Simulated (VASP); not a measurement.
# MgO (Cm) in VASP: a series of runs, part 2 of 2

VASP 6.6.1. Earlier steps stand in the parts before.

### 5 Single point, LDA (atom 1 (Mg) moved by -0.312 Å along [1 1 0] and -0.104 Å along [0 0 1])

INCAR reads:

```
SYSTEM = MgO
PREC     = Accurate       ! precision mode
ENCUT    = 840            ! plane-wave cutoff, eV
EDIFF    = 1E-6           ! SCF threshold, eV
ISMEAR   = 0              ! smearing method
SIGMA    = 0.05           ! smearing width, eV
LREAL    = .False.        ! projectors in reciprocal space
LASPH    = .True.         ! aspherical terms in the spheres
NELM     = 120            ! most SCF steps
ALGO     = Normal         ! electronic algorithm
ISIF     = 2              ! what is computed and relaxed
LWAVE    = .False.        ! write WAVECAR
LCHARG   = .True.         ! write CHGCAR
GGA      = CA             ! functional
LELF     = .True.         ! ELF
LVHAR    = .True.       
NBANDS   = 42             ! bands
GGA_COMPAT= .False.
```

KPOINTS reads:

```
regular mesh
0
Gamma
  6 6 6
  0 0 0
```

POSCAR reads:

```
MgO
1.0
    4.1607146133      0.0000000000      0.0000000000
    0.0000000000     -4.1607146133      0.0000000000
    0.0000000000      0.0000000000     -4.1607146133
Mg O
4 4
Direct
   -0.0530239000      1.0530239000      1.0249957062
    0.5000000000      0.5000000000      1.0000000000
    0.5000000000      1.0000000000      0.5000000000
    0.0000000000      0.5000000000      0.5000000000
    0.5000000000      0.0000000000      0.0000000000
    0.0000000000      0.5000000000      0.0000000000
    0.0000000000      0.0000000000      0.5000000000
    0.5000000000      0.5000000000      0.5000000000
```

Potentials or basis: VASP PAW LDA potentials, release 64 (Mg_sv, O).

Launch:

```bash
$ cat potpaw_LDA.64/Mg_sv/POTCAR potpaw_LDA.64/O/POTCAR > POTCAR
$ mpirun -np 1 vasp_std > vasp.out
```

OUTCAR:

```text
SYSTEM = MgO
   PREC = Accurate
   ENCUT = 840
   EDIFF = 1E-6
   ISMEAR = 0
   LREAL = .False.
   LASPH = .True.
   NELM = 120
   ISIF = 2
   GGA = CA

 ion  position               nearest neighbor table
   1  0.947  0.053  0.025-   5 1.88   6 1.88   7 2.00
   2  0.500  0.500  0.000-   5 2.08   6 2.08   8 2.08   8 2.08   5 2.08   6 2.08
   3  0.500  0.000  0.500-   5 2.08   7 2.08   8 2.08   5 2.08   8 2.08   7 2.08
   4  0.000  0.500  0.500-   6 2.08   7 2.08   8 2.08   6 2.08   7 2.08   8 2.08
   5  0.500  0.000  0.000-   1 1.88   2 2.08   3 2.08   3 2.08   2 2.08
   6  0.000  0.500  0.000-   1 1.88   2 2.08   4 2.08   4 2.08   2 2.08
   7  0.000  0.000  0.500-   1 2.00   3 2.08   4 2.08   4 2.08   3 2.08
   8  0.500  0.500  0.500-   2 2.08   3 2.08   4 2.08   2 2.08   3 2.08   4 2.08

  LATTYP: Found a simple cubic cell.
 ALAT       =     4.1607146133

  Lattice vectors:

 A1 = (   4.1607146133,   0.0000000000,   0.0000000000)
 A2 = (   0.0000000000,  -4.1607146133,   0.0000000000)
 A3 = (   0.0000000000,   0.0000000000,  -4.1607146133)

Analysis of symmetry for initial positions (statically):
=====================================================================
 Subroutine PRICEL returns:
 Original cell was already a primitive cell.

 Routine SETGRP: Setting up the symmetry group for a
 simple cubic supercell.

 Subroutine GETGRP returns: Found  2 space group operations
 (whereof  2 operations were pure point group operations)
 out of a pool of 48 trial point group operations.

The static configuration has the point symmetry C_1h.

Analysis of symmetry for dynamics (positions and initial velocities):
=====================================================================
 Subroutine PRICEL returns:
 Original cell was already a primitive cell.

 Routine SETGRP: Setting up the symmetry group for a
 simple cubic supercell.

 Subroutine GETGRP returns: Found  2 space group operations
 (whereof  2 operations were pure point group operations)
 out of a pool of 48 trial point group operations.

The dynamic configuration has the point symmetry C_1h.

 Subroutine INISYM returns: Found  2 space group operations
 (whereof  2 operations are pure point group operations),
 and found     1 'primitive' translations

----------------------------------------------------------------------------------------

                                     Primitive cell

  volume of cell :      72.0284

  direct lattice vectors                    reciprocal lattice vectors
     4.160714613  0.000000000  0.000000000     0.240343329  0.000000000  0.000000000
     0.000000000 -4.160714613  0.000000000     0.000000000 -0.240343329  0.000000000
     0.000000000  0.000000000 -4.160714613     0.000000000  0.000000000 -0.240343329

  length of vectors
     4.160714613  4.160714613  4.160714613     0.240343329  0.240343329  0.240343329

  position of ions in fractional coordinates (direct lattice)
     0.946976100  0.053023900  0.024995706
     0.500000000  0.500000000  0.000000000
     0.500000000  0.000000000  0.500000000
     0.000000000  0.500000000  0.500000000
     0.500000000  0.000000000  0.000000000
     0.000000000  0.500000000  0.000000000
     0.000000000  0.000000000  0.500000000
[... 44 lines left out ...]
  0.333333  0.000000  0.000000      4.000000
  0.000000  0.000000  0.333333      2.000000
  0.500000  0.000000  0.000000      2.000000
[... 16 lines left out ...]
  0.333333  0.000000  0.333333      4.000000
 -0.333333  0.333333  0.000000      2.000000
 [... further k-points ...]
   k-points           NKPTS =     68   k-points in BZ     NKDIM =     68   number of bands    NBANDS=     42
   number of dos      NEDOS =    301   number of ions     NIONS =      8
   total plane-waves  NPLWV =  64000
   dimension x,y,z NGX =    40 NGY =   40 NGZ =   40
   dimension x,y,z NGXF=    80 NGYF=   80 NGZF=   80
   ions per type =               4   4
   NGX,Y,Z   is equivalent  to a cutoff of  15.98, 15.98, 15.98 a.u.
   NGXF,Y,Z  is equivalent  to a cutoff of  31.96, 31.96, 31.96 a.u.
 SYSTEM =  MgO
   PREC   = accura    normal or accurate (medium, high low for compatibility)
   ISTART =      0    job   : 0-new  1-cont  2-samecut
   ICHARG =      2    charge: 1-file 2-atom 10-const
   ISPIN  =      1    spin polarized calculation?
   LNONCOLLINEAR =      F non collinear calculations
   LSORBIT =      F    spin-orbit coupling
   LASPH  =      T    aspherical Exc in radial PAW
   ENCUT  =  840.0 eV  61.74 Ry    7.86 a.u.   9.83  9.83  9.83*2*pi/ulx,y,z
   NELM   =    120;   NELMIN=  2; NELMDL= -5     # of ELM steps
   EDIFF  = 0.1E-05   stopping-criterion for ELM
   LREAL  =      F    real-space projection
   EDIFFG = 0.1E-04   stopping-criterion for IOM
   NSW    =      0    number of steps for IOM
   IBRION =     -1    ionic relax: 0-MD 1-quasi-New 2-CG
   NFREE  =      0    steps in history (QN), initial steepest desc. (CG)
   ISIF   =      2    stress and relaxation
   ISYM   =      2    0-nonsym 1-usesym 2-fastsym
   POTIM  = 0.5000    time-step for ionic-motion
   TEBEG  =    0.0;   TEEND  =   0.0 temperature during run
   PSTRESS=    0.0 pullay stress
   NELECT =      64.0000    total number of electrons
   NUPDOWN=      -1.0000    fix difference up-down
   EMIN   =  10.00;   EMAX   =-10.00  energy-range for DOS
   EFERMI =   0.00;   METHOD = LEGACY
   ISMEAR =     0;   SIGMA  =   0.05  broadening in eV -4-tet -1-fermi 0-gaus
   EFERMI_NEDOS =   21; number of points for ismear=-14 and -15
   IALGO  =     38    algorithm
   IMIX   =      4    mixing-type and parameters
     AMIX     =   0.40;   BMIX     =  1.00
     AMIX_MAG =   1.60;   BMIX_MAG =  1.00
  volume/ion in A,a.u.               =       9.00        60.76
  Fermi-wavevector in a.u.,A,eV,Ry     =   1.573863  2.974170 33.702235  2.477044
  Thomas-Fermi vector in A             =   2.675083
   LORBIT       =      0    0 simple, 1 ext, 2 COOP (PROOUT), +10 PAW based schemes
   GGA     = CA    functional components
   LHFCALC =     F    Hartree Fock is set to
   AEXX    =    0.0000 exact exchange contribution
   IVDW    =     0    specifies the selected vdW correction
   LEPSILON=     F    determine dielectric tensor
   LRPA    =     F    only Hartree local field effects (RPA)
 non-spin polarized calculation
 Gauss-broadening in eV      SIGMA  =   0.05
  energy-cutoff  :      840.00
  volume of cell :       72.03
 maximum number of plane-waves:      4012
   NGX = 19   NGY = 19   NGZ = 19

 number of electron      63.9999993 magnetization

 Free energy of the ion-electron system (eV)
  ---------------------------------------------------
  ext. energy  EPLUGINS =         0.00000000
  ---------------------------------------------------
  free energy    TOTEN  =       -52.33430438 eV

  energy without entropy =      -52.33430438  energy(sigma->0) =      -52.33430438

 E-fermi :   3.1954     XC(G=0): -12.1117

 val. band max:        2.8375408948   @ k =   0.0000   0.0000   0.0000
 cond. band min:       7.8407099844   @ k =   0.0000   0.0000   0.0000
 fundamental gap:      5.0031690896
 Fermi energy:         3.1954097461

 k-point     1 :       0.0000    0.0000    0.0000
  band No.  band energies     occupation
      1     -68.4391      2.00000
      2     -68.3950      2.00000
      3     -68.3878      2.00000
      4     -68.2645      2.00000
      5     -35.9764      2.00000
      6     -35.9647      2.00000
[... 1069 lines left out ...]
     41      15.4011      0.00000
     42      16.3275      0.00000

 [... further k-points ...]

------------------------ aborting loop because EDIFF is reached ----------------------------------------

  FORCE on cell =-STRESS in cart. coord.  units (eV):
  Direction    XX          YY          ZZ          XY          YZ          ZX
  --------------------------------------------------------------------------------------
  -------------------------------------------------------------------------------------
  Total        2.3255724      2.3255724      0.6985971     -0.2077502     -0.0697394     -0.0697394
  in kB       51.7293071     51.7293071     15.5393761     -4.6211303     -1.5512622     -1.5512616
  external PRESSURE =      39.6659967 kB  Pullay stress =       0.0000000 kB

 VOLUME and BASIS-vectors are now :
 -----------------------------------------------------------------------------
  energy-cutoff  :      840.00
  volume of cell :       72.03
      direct lattice vectors                 reciprocal lattice vectors
     4.160714613  0.000000000  0.000000000     0.240343329  0.000000000  0.000000000
     0.000000000 -4.160714613  0.000000000     0.000000000 -0.240343329  0.000000000
     0.000000000  0.000000000 -4.160714613     0.000000000  0.000000000 -0.240343329

 POSITION                                       TOTAL-FORCE (eV/Angst)
 -----------------------------------------------------------------------------------
      3.94010     -0.22062     -0.10400         2.578978      2.578978      0.967625
      2.08036     -2.08036      0.00000        -0.673841     -0.673841      0.101622
      2.08036      0.00000     -2.08036        -0.603760      0.197153     -0.309768
      0.00000     -2.08036     -2.08036         0.197153     -0.603760     -0.309768
      2.08036      0.00000      0.00000        -1.020033     -0.232420     -0.105891
      0.00000     -2.08036      0.00000        -0.232420     -1.020033     -0.105891
      0.00000      0.00000     -2.08036        -0.320997     -0.320997     -0.276593
      2.08036     -2.08036     -2.08036         0.074920      0.074920      0.038664
 -----------------------------------------------------------------------------------
    total drift:                               -0.000333     -0.000333      0.000044

  FREE ENERGIE OF THE ION-ELECTRON SYSTEM (eV)
  ---------------------------------------------------
  free  energy   TOTEN  =       -52.3343043849 eV

  energy  without entropy=      -52.3343043849  energy(sigma->0) =      -52.33430438
```

Run time: 2 min. Hardware: 1 thread of Intel Xeon 6975P-C (Granite Rapids), shared host; peak memory 0.4 GiB.

What came out:

```
Free energy            : -52.3343 eV
Pressure               : 4.0 GPa
Largest force          : 3.773 eV/Å
Band gap on the k mesh : 5.00 eV
```

Forces on the atoms (eV/Å):
```
Mg   2.579  2.579  0.968
Mg  -0.674 -0.674  0.102
Mg  -0.604  0.197 -0.310
Mg   0.197 -0.604 -0.310
O   -1.020 -0.232 -0.106
O   -0.232 -1.020 -0.106
O   -0.321 -0.321 -0.277
O    0.075  0.075  0.039
```

Stress tensor (GPa, compression positive):
```
 5.17 -0.46 -0.16
-0.46  5.17 -0.16
-0.16 -0.16  1.55
```

Caveat: the cell differs from its parent crystal (atom 1 (Mg) moved by -0.312 Å along [1 1 0] and -0.104 Å along [0 0 1]); the cell stands under pressure; forces of over 1 eV/Å act on the atoms, so gaps and moduli don't describe the material at rest.

### 6 Single point, LDA (atom 1 (Mg) moved by -0.208 Å along [1 1 0] and -0.208 Å along [0 0 1])

Edit INCAR of step 5 so:

```diff
@@ -12,6 +12,3 @@
 LWAVE    = .False.        ! write WAVECAR
-LCHARG   = .True.         ! write CHGCAR
-GGA      = CA             ! functional
-LELF     = .True.         ! ELF
-LVHAR    = .True.       
+LCHARG   = .False.        ! write CHGCAR
 NBANDS   = 42             ! bands
```

KPOINTS reads:

```
Automatic mesh
0
Gamma
  6 6 6
  0 0 0
```

Edit POSCAR of step 5 so:

```diff
@@ -8,3 +8,3 @@
 Direct
-   -0.0530239000      1.0530239000      1.0249957062
+   -0.0353492667      1.0353492667      1.0499914124
     0.5000000000      0.5000000000      1.0000000000
```

Potentials or basis: VASP PAW LDA potentials, release 64 (Mg_sv, O).

Launch:

```bash
$ cat potpaw_LDA.64/Mg_sv/POTCAR potpaw_LDA.64/O/POTCAR > POTCAR
$ mpirun -np 1 vasp_std > vasp.out
```

OUTCAR:

```text
SYSTEM = MgO
   PREC = Accurate
   ENCUT = 840
   EDIFF = 1E-6
   ISMEAR = 0
   LREAL = .False.
   LASPH = .True.
   NELM = 120
   ISIF = 2

 ion  position               nearest neighbor table
   1  0.965  0.035  0.050-   7 1.88   6 1.95   5 1.95
   2  0.500  0.500  0.000-   5 2.08   6 2.08   8 2.08   8 2.08   5 2.08   6 2.08
   3  0.500  0.000  0.500-   5 2.08   7 2.08   8 2.08   5 2.08   8 2.08   7 2.08
   4  0.000  0.500  0.500-   6 2.08   7 2.08   8 2.08   6 2.08   7 2.08   8 2.08
   5  0.500  0.000  0.000-   1 1.95   2 2.08   3 2.08   3 2.08   2 2.08
   6  0.000  0.500  0.000-   1 1.95   2 2.08   4 2.08   4 2.08   2 2.08
   7  0.000  0.000  0.500-   1 1.88   3 2.08   4 2.08   4 2.08   3 2.08
[... 1294 lines left out ...]
  external PRESSURE =      32.4259062 kB  Pullay stress =       0.0000000 kB

 VOLUME and BASIS-vectors are now :
 -----------------------------------------------------------------------------
  energy-cutoff  :      840.00
  volume of cell :       72.03
      direct lattice vectors                 reciprocal lattice vectors
     4.160714613  0.000000000  0.000000000     0.240343329  0.000000000  0.000000000
     0.000000000 -4.160714613  0.000000000     0.000000000 -0.240343329  0.000000000
     0.000000000  0.000000000 -4.160714613     0.000000000  0.000000000 -0.240343329

 POSITION                                       TOTAL-FORCE (eV/Angst)
 -----------------------------------------------------------------------------------
      4.01364     -0.14708     -0.20800         1.528739      1.528739      2.456679
      2.08036     -2.08036      0.00000        -0.413302     -0.413302      0.181401
      2.08036      0.00000     -2.08036        -0.439823      0.134752     -0.592682
      0.00000     -2.08036     -2.08036         0.134752     -0.439823     -0.592682
      2.08036      0.00000      0.00000        -0.507736     -0.194821     -0.279516
      0.00000     -2.08036      0.00000        -0.194821     -0.507736     -0.279516
      0.00000      0.00000     -2.08036        -0.158686     -0.158686     -0.962175
      2.08036     -2.08036     -2.08036         0.050878      0.050878      0.068492
 -----------------------------------------------------------------------------------
    total drift:                                0.000117      0.000117     -0.000102

  FREE ENERGIE OF THE ION-ELECTRON SYSTEM (eV)
  ---------------------------------------------------
  free  energy   TOTEN  =       -52.4620633718 eV

  energy  without entropy=      -52.4620633718  energy(sigma->0) =      -52.46206337
```

OSZICAR:

```text
N       E                     dE             d eps       ncg     rms          rms(c)
DAV:   1     0.989673248025E+03    0.98967E+03   -0.51459E+04  5720   0.254E+03
DAV:   2     0.318434919954E+02   -0.95783E+03   -0.92105E+03  6246   0.721E+02
DAV:   3    -0.486896184341E+02   -0.80533E+02   -0.79778E+02  8034   0.178E+02
DAV:   4    -0.588189881233E+02   -0.10129E+02   -0.10061E+02  8262   0.506E+01
DAV:   5    -0.591102371061E+02   -0.29125E+00   -0.29111E+00  6832   0.851E+00    0.171E+01
DAV:   6    -0.526763383446E+02    0.64339E+01   -0.19587E+01  6992   0.225E+01    0.569E+00
DAV:   7    -0.525719688205E+02    0.10437E+00   -0.11184E+00  6718   0.536E+00    0.322E+00
DAV:   8    -0.524677088553E+02    0.10426E+00   -0.20043E-01  6910   0.300E+00    0.509E-01
DAV:   9    -0.524618155138E+02    0.58933E-02   -0.29321E-02  6894   0.954E-01    0.172E-01
DAV:  10    -0.524620582643E+02   -0.24275E-03   -0.27166E-03  7416   0.275E-01    0.592E-02
DAV:  11    -0.524620728826E+02   -0.14618E-04   -0.88703E-05  7262   0.601E-02    0.319E-02
DAV:  12    -0.524620632996E+02    0.95830E-05   -0.39161E-05  6130   0.396E-02    0.584E-03
DAV:  13    -0.524620633718E+02   -0.72199E-07   -0.24814E-06  5698   0.108E-02
   1 F= -.52462063E+02 E0= -.52462063E+02  d E =-.859194E-27
```

Run time: 4.8 min. Hardware: 1 thread of Intel Xeon Platinum 8259CL at 2.50GHz (Skylake/Cascade Lake), shared host; peak memory 0.4 GiB.

What came out:

```yaml
Free_energy: -52.4621 eV
Pressure: 3.2 GPa
Largest_force: 3.273 eV/Å
Band_gap_on_the_k_mesh: 5.01 eV
```

Forces in eV/Å, atoms in the order of the input:
```
Mg   1.529  1.529  2.457
Mg  -0.413 -0.413  0.181
Mg  -0.440  0.135 -0.593
Mg   0.135 -0.440 -0.593
O   -0.508 -0.195 -0.280
O   -0.195 -0.508 -0.280
O   -0.159 -0.159 -0.962
O    0.051  0.051  0.068
```

Stress tensor (GPa, compression positive):
```
 2.53 -0.12 -0.23
-0.12  2.53 -0.23
-0.23 -0.23  4.66
```

Caveat: the cell differs from its parent crystal (atom 1 (Mg) moved by -0.208 Å along [1 1 0] and -0.208 Å along [0 0 1]); the cell stands under pressure; forces of over 1 eV/Å act on the atoms, so gaps and moduli don't describe the material at rest.

### 7 Summary

| cell | gap on the mesh (eV) | pressure (GPa) | largest force (eV/Å) |
| --- | --- | --- | --- |
| as given, atomic positions A | 4.96 | 7.2 | 5.28 |
| as given, atomic positions B | 4.86 | 13.2 | 7.22 |
| as given, atomic positions C | 4.80 | 16.4 | 9.43 |
| as given, atomic positions D | 5.00 | 4.0 | 3.77 |
| as given, atomic positions E | 5.01 | 3.2 | 3.27 |

Alike in all rows: task single point; level LDA; potentials or basis VASP PAW LDA potentials, release 64 (Mg_sv, O); no spin polarisation; k mesh 6 × 6 × 6; cutoff (eV) 840; smearing gaussian 0.05 eV.

Caveats: forces of over 1 eV/Å act on the atoms, so gaps and moduli don't describe the material at rest; the cell stands under pressure (at least some runs); the stress differs along the axes, from 12 to 26 GPa (at least some runs).

Total energies depend on the potentials used, so only differences within one code and one set of settings carry meaning.
